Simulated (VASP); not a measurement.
Set up this calculation in VASP 6.6.1, as the native input.

```yaml
Task: single point
Functional: PBE
Potentials_or_basis: VASP PAW PBE potentials, release 64 (Ta_pv, N)
Cutoff: 520 eV
k_mesh: 18 × 18 × 8
Occupations: gaussian, width 0.15 eV
Spin: no spin polarisation
Dipole_correction: no
Further_INCAR_settings: ALGO = Normal; EDIFF = 1e-07; NBANDS = 24
```

The structure of TaN lies in POSCAR:

```
TaN
1.0
    3.1443520445      0.0000000000      0.0000000000
   -1.5721760223      2.7230887490      0.0000000000
    0.0000000000      0.0000000000      6.8682081708
Ta N
2 2
Direct
    0.3333333333      0.6666666667      0.0304880884
    0.6666666667      0.3333333333      0.5304880884
    0.3333333333      0.6666666667      0.3545119116
    0.6666666667      0.3333333333      0.8545119116
```

One way to write it, as run:

INCAR

```
SYSTEM = TaN
ALGO = Normal
EDIFF = 1E-7
ENCUT = 520
GGA = PE
ISIF = 2
ISMEAR = 0
LASPH = .True.
LCHARG = .False.
LREAL = .False.
LWAVE = .False.
NBANDS = 24
NELM = 80
PREC = Accurate
SIGMA = 0.15
```

KPOINTS

```
k-points
0
Gamma
  18 18 8
  0 0 0
```

Potentials or basis: VASP PAW PBE potentials, release 64 (Ta_pv, N).

Command:

```console
$ cat potpaw_PBE.64/Ta_pv/POTCAR potpaw_PBE.64/N/POTCAR > POTCAR
$ mpirun -np 1 vasp_std > vasp.out
```

Results of the run:

* Pressure: -24.5 GPa
* Largest force: 0.664 eV/Å
* Band gap on the k mesh: 0.09 eV (least direct gap 0.35 eV)

Caveat: the cell stands under tension; spin-orbit coupling is left out, which moves the levels of the heavy elements.

Run time: 8.7 min on 1 thread of Intel Xeon 8259CL, on a shared host, peak memory 0.32 GiB.
